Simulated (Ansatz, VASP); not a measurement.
# One calculation of Hg, two programs

File INCAR:

```
SYSTEM = Hg
PREC = Accurate
ENCUT = 520
EDIFF = 1E-7
ISMEAR = 0
SIGMA = 0.15
LREAL = .False.
LASPH = .True.
NELM = 100
ALGO = Fast
ISIF = 2
LWAVE = .False.
LCHARG = .True.
GGA = PS
IVDW = 12
LELF = .True.
LVHAR = .True.
NBANDS = 19
```

The input KPOINTS:

```
regular mesh
0
Gamma
  18 18 10
  0 0 0
```

File POSCAR:

```
Hg
1.0
    3.3118000000      0.0000000000      0.0000000000
   -1.6559000000      2.8681029323      0.0000000000
    0.0000000000      0.0000000000      4.5094000000
Hg
2
Direct
    0.6666666667      0.3333333333      0.7500000000
    0.3333333333      0.6666666667      0.2500000000
```

Input for Ansatz:

```yaml
crystal:
  lattice:
    - [3.3118, 0.0, 0.0]
    - [-1.6559, 2.8681029323, 0.0]
    - [0.0, 0.0, 4.5094]
  atoms:
    - { symbol: Hg, position: [0.6666666667, 0.3333333333, 0.75] }
    - { symbol: Hg, position: [0.3333333333, 0.6666666667, 0.25] }
basis:
  ecutwfc: 420
kpoints:
  mp_grid: { grid: [18, 18, 10] }
hamiltonian:
  xc: pbesol
  dispersion: d3bj
scf:
  occupations: { method: gaussian, width: 0.15 }
output:
  forces: true
  stress: true
  eigenvalues: true
  write_density: true
  write_potential: true
  elf: true
  volumetric_format: npy
```

Alike in both runs: task single point; functional PBEsol; dispersion D3(BJ); k mesh 18 × 18 × 10; occupations gaussian, width 0.15 eV; no spin polarisation.

|  | VASP | Ansatz |
| --- | --- | --- |
| version | VASP 6.6.1 | Ansatz 0.2.0 |
| potentials or method | VASP PAW PBE potentials, release 64 (Hg), cutoff 520 eV | scalar-relativistic, plane waves, PAW |
| valence electrons in the cell | 24 | 40 |

|  | VASP | Ansatz | Ansatz less VASP |
| --- | --- | --- | --- |
| gap on the k mesh at the Fermi level (eV) | none | none | - |
| pressure (GPa) | 2.8 | 2.1 | -0.67 |
| traceless stress, the component that is largest in VASP (GPa) | 1.18 | 0.95 | -0.239 |

VASP's potentials were made for PBE, not for PBEsol. A gap of «none» marks a metal or a gap that the smearing closes. VASP's potentials hold 24 valence electrons a cell and Ansatz's 40, so a difference there can come from the potentials and not from the codes.

Spin-orbit coupling is off throughout.
